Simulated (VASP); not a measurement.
# MgS (P6_3mc) in VASP: notebook

The runs below take MgS through single point, relaxation of cell and atoms, with LDA, PBE.

All numbers are computed with VASP 6.6.1; they aren't measurements. Logs are shortened: lines on timing, memory, paths and dates and some standing lists are left out, and cuts for length are marked.

### Step 1. The cell of the first run

The structure is hexagonal, space group P6_3mc (No. 186). Conventional cell: a = 3.985 Å, b = 3.985 Å, c = 6.359 Å, α = 90.00°, β = 90.00°, γ = 120.00°. Mg (site symmetry 3m) has 4 S at 2.42 to 2.43 Å within 3.2 Å. Within 3.2 Å of S (site symmetry 3m) lie 4 Mg at 2.42 to 2.43 Å.

### Step 2. Single point, LDA

INCAR reads:

```
SYSTEM = MgS
PREC     = Accurate       ! precision mode
ENCUT    = 520            ! plane-wave cutoff, eV
EDIFF    = 1E-6           ! SCF threshold, eV
ISMEAR   = -1             ! smearing method
SIGMA    = 0.02           ! smearing width, eV
LREAL    = .False.        ! projectors in reciprocal space
LASPH    = .True.         ! aspherical terms in the spheres
NELM     = 80             ! most SCF steps
ALGO     = Normal         ! electronic algorithm
ISIF     = 2              ! what is computed and relaxed
LWAVE    = .False.        ! write WAVECAR
LCHARG   = .False.        ! write CHGCAR
GGA      = CA             ! functional
NBANDS   = 16             ! bands
```

KPOINTS reads:

```
regular mesh
0
Gamma
  6 6 4
  0 0 0
```

POSCAR reads:

```
MgS
1.0
    3.9849910014      0.0000000000      0.0000000000
   -1.9924955007      3.4511034410      0.0000000000
    0.0000000000      0.0000000000      6.3592019329
Mg S
2 2
Direct
    0.3333333333      0.6666666667     -0.0034286384
    0.6666666667      0.3333333333      0.4965713616
    0.3333333333      0.6666666667      0.3784286384
    0.6666666667      0.3333333333      0.8784286384
```

Potentials or basis: VASP PAW LDA potentials, release 64 (Mg, S).

Launch:

```
$ cat potpaw_LDA.64/Mg/POTCAR potpaw_LDA.64/S/POTCAR > POTCAR
$ mpirun -np 1 vasp_std > vasp.out
```

OUTCAR:

```text
SYSTEM = MgS
   PREC = Accurate
   ENCUT = 520
   EDIFF = 1E-6
   ISMEAR = -1
   LREAL = .False.
   LASPH = .True.
   NELM = 80
   ISIF = 2
   GGA = CA

 ion  position               nearest neighbor table
   1  0.333  0.667  0.997-   4 2.42   4 2.42   4 2.42   3 2.43
   2  0.667  0.333  0.497-   3 2.42   3 2.42   3 2.42   4 2.43
   3  0.333  0.667  0.378-   2 2.42   2 2.42   2 2.42   1 2.43
   4  0.667  0.333  0.878-   1 2.42   1 2.42   1 2.42   2 2.43

  LATTYP: Found a hexagonal cell.
 ALAT       =     3.9849910014
 C/A-ratio  =     1.5957882792

  Lattice vectors:

 A1 = (   3.9849910014,   0.0000000000,   0.0000000000)
 A2 = (  -1.9924955007,   3.4511034410,   0.0000000000)
 A3 = (   0.0000000000,   0.0000000000,   6.3592019329)

Analysis of symmetry for initial positions (statically):
=====================================================================
 Subroutine PRICEL returns:
 Original cell was already a primitive cell.

 Routine SETGRP: Setting up the symmetry group for a
 hexagonal supercell.

 Subroutine GETGRP returns: Found 12 space group operations
 (whereof  6 operations were pure point group operations)
 out of a pool of 24 trial point group operations.

The static configuration has the point symmetry C_3v.
 The point group associated with its full space group is C_6v.

Analysis of symmetry for dynamics (positions and initial velocities):
=====================================================================
 Subroutine PRICEL returns:
 Original cell was already a primitive cell.

 Routine SETGRP: Setting up the symmetry group for a
 hexagonal supercell.

 Subroutine GETGRP returns: Found 12 space group operations
 (whereof  6 operations were pure point group operations)
 out of a pool of 24 trial point group operations.

The dynamic configuration has the point symmetry C_3v.
 The point group associated with its full space group is C_6v.

 Subroutine INISYM returns: Found 12 space group operations
 (whereof  6 operations are pure point group operations),
 and found     1 'primitive' translations

----------------------------------------------------------------------------------------

                                     Primitive cell

  volume of cell :      87.4557

  direct lattice vectors                    reciprocal lattice vectors
     3.984991001  0.000000000  0.000000000     0.250941596  0.144881198  0.000000000
    -1.992495501  3.451103441  0.000000000     0.000000000  0.289762395  0.000000000
     0.000000000  0.000000000  6.359201933     0.000000000  0.000000000  0.157252437

  length of vectors
     3.984991001  3.984991001  6.359201933     0.289762395  0.289762395  0.157252437

  position of ions in fractional coordinates (direct lattice)
     0.333333333  0.666666667  0.996571362
     0.666666667  0.333333333  0.496571362
     0.333333333  0.666666667  0.378428638
     0.666666667  0.333333333  0.878428638

  ion indices of the primitive-cell ions
   primitive index   ion index
                 1           1
                 2           2
                 3           3
                 4           4

----------------------------------------------------------------------------------------

 KPOINTS: regular mesh

Automatic generation of k-mesh.
 Grid dimensions read from file:
 generate k-points for:    6    6    4

 Generating k-lattice:

  Cartesian coordinates                     Fractional coordinates (reciprocal lattice)
     0.041823599  0.024146866  0.000000000     0.166666667  0.000000000  0.000000000
     0.000000000  0.048293733  0.000000000     0.000000000  0.166666667  0.000000000
     0.000000000  0.000000000  0.039313109     0.000000000  0.000000000  0.250000000

  Length of vectors
     0.048293733  0.048293733  0.039313109

  Shift w.r.t. Gamma in fractional coordinates (k-lattice)
     0.000000000  0.000000000  0.000000000

 Subroutine IBZKPT returns following result:
 ===========================================

 Found     21 irreducible k-points:

 Following reciprocal coordinates:
            Coordinates               Weight
  0.000000  0.000000  0.000000      1.000000
  0.166667 -0.000000  0.000000      6.000000
  0.333333 -0.000000  0.000000      6.000000
  0.500000 -0.000000  0.000000      3.000000
  0.166667  0.166667  0.000000      6.000000
  0.333333  0.166667  0.000000     12.000000
[... 13 lines left out ...]
  0.333333  0.166667  0.500000     12.000000
  0.333333  0.333333  0.500000      2.000000
   k-points           NKPTS =     21   k-points in BZ     NKDIM =     21   number of bands    NBANDS=     16
   number of dos      NEDOS =    301   number of ions     NIONS =      4
   total plane-waves  NPLWV =  43200
   dimension x,y,z NGX =    30 NGY =   30 NGZ =   48
   dimension x,y,z NGXF=    60 NGYF=   60 NGZF=   96
   ions per type =               2   2
   NGX,Y,Z   is equivalent  to a cutoff of  12.52, 12.52, 12.55 a.u.
   NGXF,Y,Z  is equivalent  to a cutoff of  25.03, 25.03, 25.10 a.u.
 SYSTEM =  MgS
   PREC   = accura    normal or accurate (medium, high low for compatibility)
   ISTART =      0    job   : 0-new  1-cont  2-samecut
   ICHARG =      2    charge: 1-file 2-atom 10-const
   ISPIN  =      1    spin polarized calculation?
   LNONCOLLINEAR =      F non collinear calculations
   LSORBIT =      F    spin-orbit coupling
   LASPH  =      T    aspherical Exc in radial PAW
   ENCUT  =  520.0 eV  38.22 Ry    6.18 a.u.   7.41  7.41 11.82*2*pi/ulx,y,z
   NELM   =     80;   NELMIN=  2; NELMDL= -5     # of ELM steps
   EDIFF  = 0.1E-05   stopping-criterion for ELM
   LREAL  =      F    real-space projection
   EDIFFG = 0.1E-04   stopping-criterion for IOM
   NSW    =      0    number of steps for IOM
   IBRION =     -1    ionic relax: 0-MD 1-quasi-New 2-CG
   NFREE  =      0    steps in history (QN), initial steepest desc. (CG)
   ISIF   =      2    stress and relaxation
   ISYM   =      2    0-nonsym 1-usesym 2-fastsym
   POTIM  = 0.5000    time-step for ionic-motion
   TEBEG  =    0.0;   TEEND  =   0.0 temperature during run
   PSTRESS=    0.0 pullay stress
   NELECT =      16.0000    total number of electrons
   NUPDOWN=      -1.0000    fix difference up-down
   EMIN   =  10.00;   EMAX   =-10.00  energy-range for DOS
   EFERMI =   0.00;   METHOD = LEGACY
   ISMEAR =    -1;   SIGMA  =   0.02  broadening in eV -4-tet -1-fermi 0-gaus
   EFERMI_NEDOS =   21; number of points for ismear=-14 and -15
   IALGO  =     38    algorithm
   IMIX   =      4    mixing-type and parameters
     AMIX     =   0.40;   BMIX     =  1.00
     AMIX_MAG =   1.60;   BMIX_MAG =  1.00
  volume/ion in A,a.u.               =      21.86       147.54
  Fermi-wavevector in a.u.,A,eV,Ry     =   0.929363  1.756242 11.751571  0.863716
  Thomas-Fermi vector in A             =   2.055638
   LORBIT       =      0    0 simple, 1 ext, 2 COOP (PROOUT), +10 PAW based schemes
   GGA     = CA    functional components
   LHFCALC =     F    Hartree Fock is set to
   AEXX    =    0.0000 exact exchange contribution
   IVDW    =     0    specifies the selected vdW correction
   LEPSILON=     F    determine dielectric tensor
   LRPA    =     F    only Hartree local field effects (RPA)
 non-spin polarized calculation
  energy-cutoff  :      520.00
  volume of cell :       87.46
 maximum number of plane-waves:      2388
 NGX is ok and might be reduce to    30
   NGX = 15   NGY = 15   NGZ = 23

 number of electron      16.0000002 magnetization

 Free energy of the ion-electron system (eV)
  ---------------------------------------------------
  ext. energy  EPLUGINS =         0.00000000
  ---------------------------------------------------
  free energy    TOTEN  =       -18.82239482 eV

  energy without entropy =      -18.82239482  energy(sigma->0) =      -18.82239482

 E-fermi :   1.6800     XC(G=0):  -8.8956

 val. band max:        1.2503956905   @ k =   0.0000   0.0000   0.0000
 cond. band min:       4.6074959795   @ k =   0.0000   0.0000   0.0000
 fundamental gap:      3.3571002890
 Fermi energy:         1.6799842522

 k-point     1 :       0.0000    0.0000    0.0000
  band No.  band energies     occupation
      1     -10.2438      2.00000
      2      -9.4333      2.00000
      3      -2.1782      2.00000
      4       0.6643      2.00000
      5       0.6643      2.00000
      6       1.1068      2.00000
[... 8 lines left out ...]
     15       9.6962      0.00000
     16      10.3451      0.00000

 k-point     2 :       0.1667   -0.0000    0.0000
  band No.  band energies     occupation
      1     -10.0979      2.00000
      2      -9.3625      2.00000
      3      -1.9532      2.00000
      4      -0.1575      2.00000
      5       0.2690      2.00000
      6       0.4421      2.00000
[... 8 lines left out ...]
     15       9.8466      0.00000
     16       9.8737      0.00000

 k-point     3 :       0.3333   -0.0000    0.0000
  band No.  band energies     occupation
      1      -9.7479      2.00000
      2      -9.2440      2.00000
      3      -1.4995      2.00000
      4      -1.2507      2.00000
      5      -0.8405      2.00000
      6       0.0941      2.00000
[... 8 lines left out ...]
     15       9.8677      0.00000
     16      11.3369      0.00000

 k-point     4 :       0.5000   -0.0000    0.0000
  band No.  band energies     occupation
      1      -9.5029      2.00000
      2      -9.2336      2.00000
      3      -1.9421      2.00000
      4      -1.3270      2.00000
      5      -0.7560      2.00000
      6      -0.0532      2.00000
[... 8 lines left out ...]
     15      10.2669      0.00000
     16      12.2811      0.00000

 k-point     5 :       0.1667    0.1667    0.0000
  band No.  band energies     occupation
      1      -9.8472      2.00000
      2      -9.2673      2.00000
      3      -1.5458      2.00000
      4      -0.8010      2.00000
      5      -0.7973      2.00000
      6       0.1395      2.00000
[... 8 lines left out ...]
     15      10.1874      0.00000
     16      10.4471      0.00000

 k-point     6 :       0.3333    0.1667    0.0000
  band No.  band energies     occupation
      1      -9.5156      2.00000
      2      -9.2237      2.00000
      3      -1.6547      2.00000
      4      -1.2011      2.00000
      5      -0.7931      2.00000
      6      -0.4508      2.00000
[... 8 lines left out ...]
     15      10.0535      0.00000
     16      11.6092      0.00000
[... 210 lines left out ...]
 k-point    18 :       0.5000   -0.0000    0.5000
  band No.  band energies     occupation
      1      -9.3647      2.00000
      2      -9.3647      2.00000
      3      -2.0466      2.00000
      4      -2.0466      2.00000
      5       0.3189      2.00000
      6       0.3189      2.00000
[... 8 lines left out ...]
     15      10.6784      0.00000
     16      10.6784      0.00000

 k-point    19 :       0.1667    0.1667    0.5000
  band No.  band energies     occupation
      1      -9.5722      2.00000
      2      -9.5722      2.00000
      3      -1.3534      2.00000
      4      -1.3534      2.00000
      5       0.1561      2.00000
      6       0.1561      2.00000
[... 8 lines left out ...]
     15      10.0996      0.00000
     16      10.0996      0.00000

 k-point    20 :       0.3333    0.1667    0.5000
  band No.  band energies     occupation
      1      -9.3672      2.00000
      2      -9.3672      2.00000
      3      -1.8317      2.00000
      4      -1.8317      2.00000
      5      -0.2824      2.00000
      6      -0.2824      2.00000
[... 8 lines left out ...]
     15      10.6076      0.00000
     16      10.6076      0.00000

 k-point    21 :       0.3333    0.3333    0.5000
  band No.  band energies     occupation
      1      -9.2965      2.00000
      2      -9.2965      2.00000
      3      -1.7060      2.00000
      4      -1.7060      2.00000
      5      -0.8865      2.00000
      6      -0.8865      2.00000
[... 8 lines left out ...]
     15      10.4572      0.00000
     16      10.4572      0.00000

------------------------ aborting loop because EDIFF is reached ----------------------------------------

  FORCE on cell =-STRESS in cart. coord.  units (eV):
  Direction    XX          YY          ZZ          XY          YZ          ZX
  --------------------------------------------------------------------------------------
  -------------------------------------------------------------------------------------
  Total       -0.1805063     -0.1805063     -0.1689171      0.0000000      0.0000000     -0.0000000
  in kB       -3.3068542     -3.3068542     -3.0945418      0.0000000      0.0000000     -0.0000000
  external PRESSURE =      -3.2360834 kB  Pullay stress =       0.0000000 kB

 VOLUME and BASIS-vectors are now :
 -----------------------------------------------------------------------------
  energy-cutoff  :      520.00
  volume of cell :       87.46
      direct lattice vectors                 reciprocal lattice vectors
     3.984991001  0.000000000  0.000000000     0.250941596  0.144881198  0.000000000
    -1.992495501  3.451103441  0.000000000     0.000000000  0.289762395  0.000000000
     0.000000000  0.000000000  6.359201933     0.000000000  0.000000000  0.157252437

 POSITION                                       TOTAL-FORCE (eV/Angst)
 -----------------------------------------------------------------------------------
     -0.00000      2.30074      6.33740        -0.000000     -0.000000      0.002235
      1.99250      1.15037      3.15780        -0.000000      0.000000      0.002235
     -0.00000      2.30074      2.40650        -0.000000     -0.000000     -0.002235
      1.99250      1.15037      5.58611         0.000000      0.000000     -0.002235
 -----------------------------------------------------------------------------------
    total drift:                               -0.000000      0.000000      0.000271

  FREE ENERGIE OF THE ION-ELECTRON SYSTEM (eV)
  ---------------------------------------------------
  free  energy   TOTEN  =       -18.8223948168 eV

  energy  without entropy=      -18.8223948168  energy(sigma->0) =      -18.82239482
```

It took 44 s on 1 thread of Intel Xeon 8259CL, shared host; peak memory 0.17 GiB.

Results:

```
Free energy            : -18.8224 eV
Pressure               : -0.3 GPa
Band gap on the k mesh : 3.36 eV
```

Forces on the atoms (eV/Å):
```
Mg   0.000  0.000  0.002
Mg   0.000  0.000  0.002
S    0.000  0.000 -0.002
S    0.000  0.000 -0.002
```

[end of part 1 of 2]
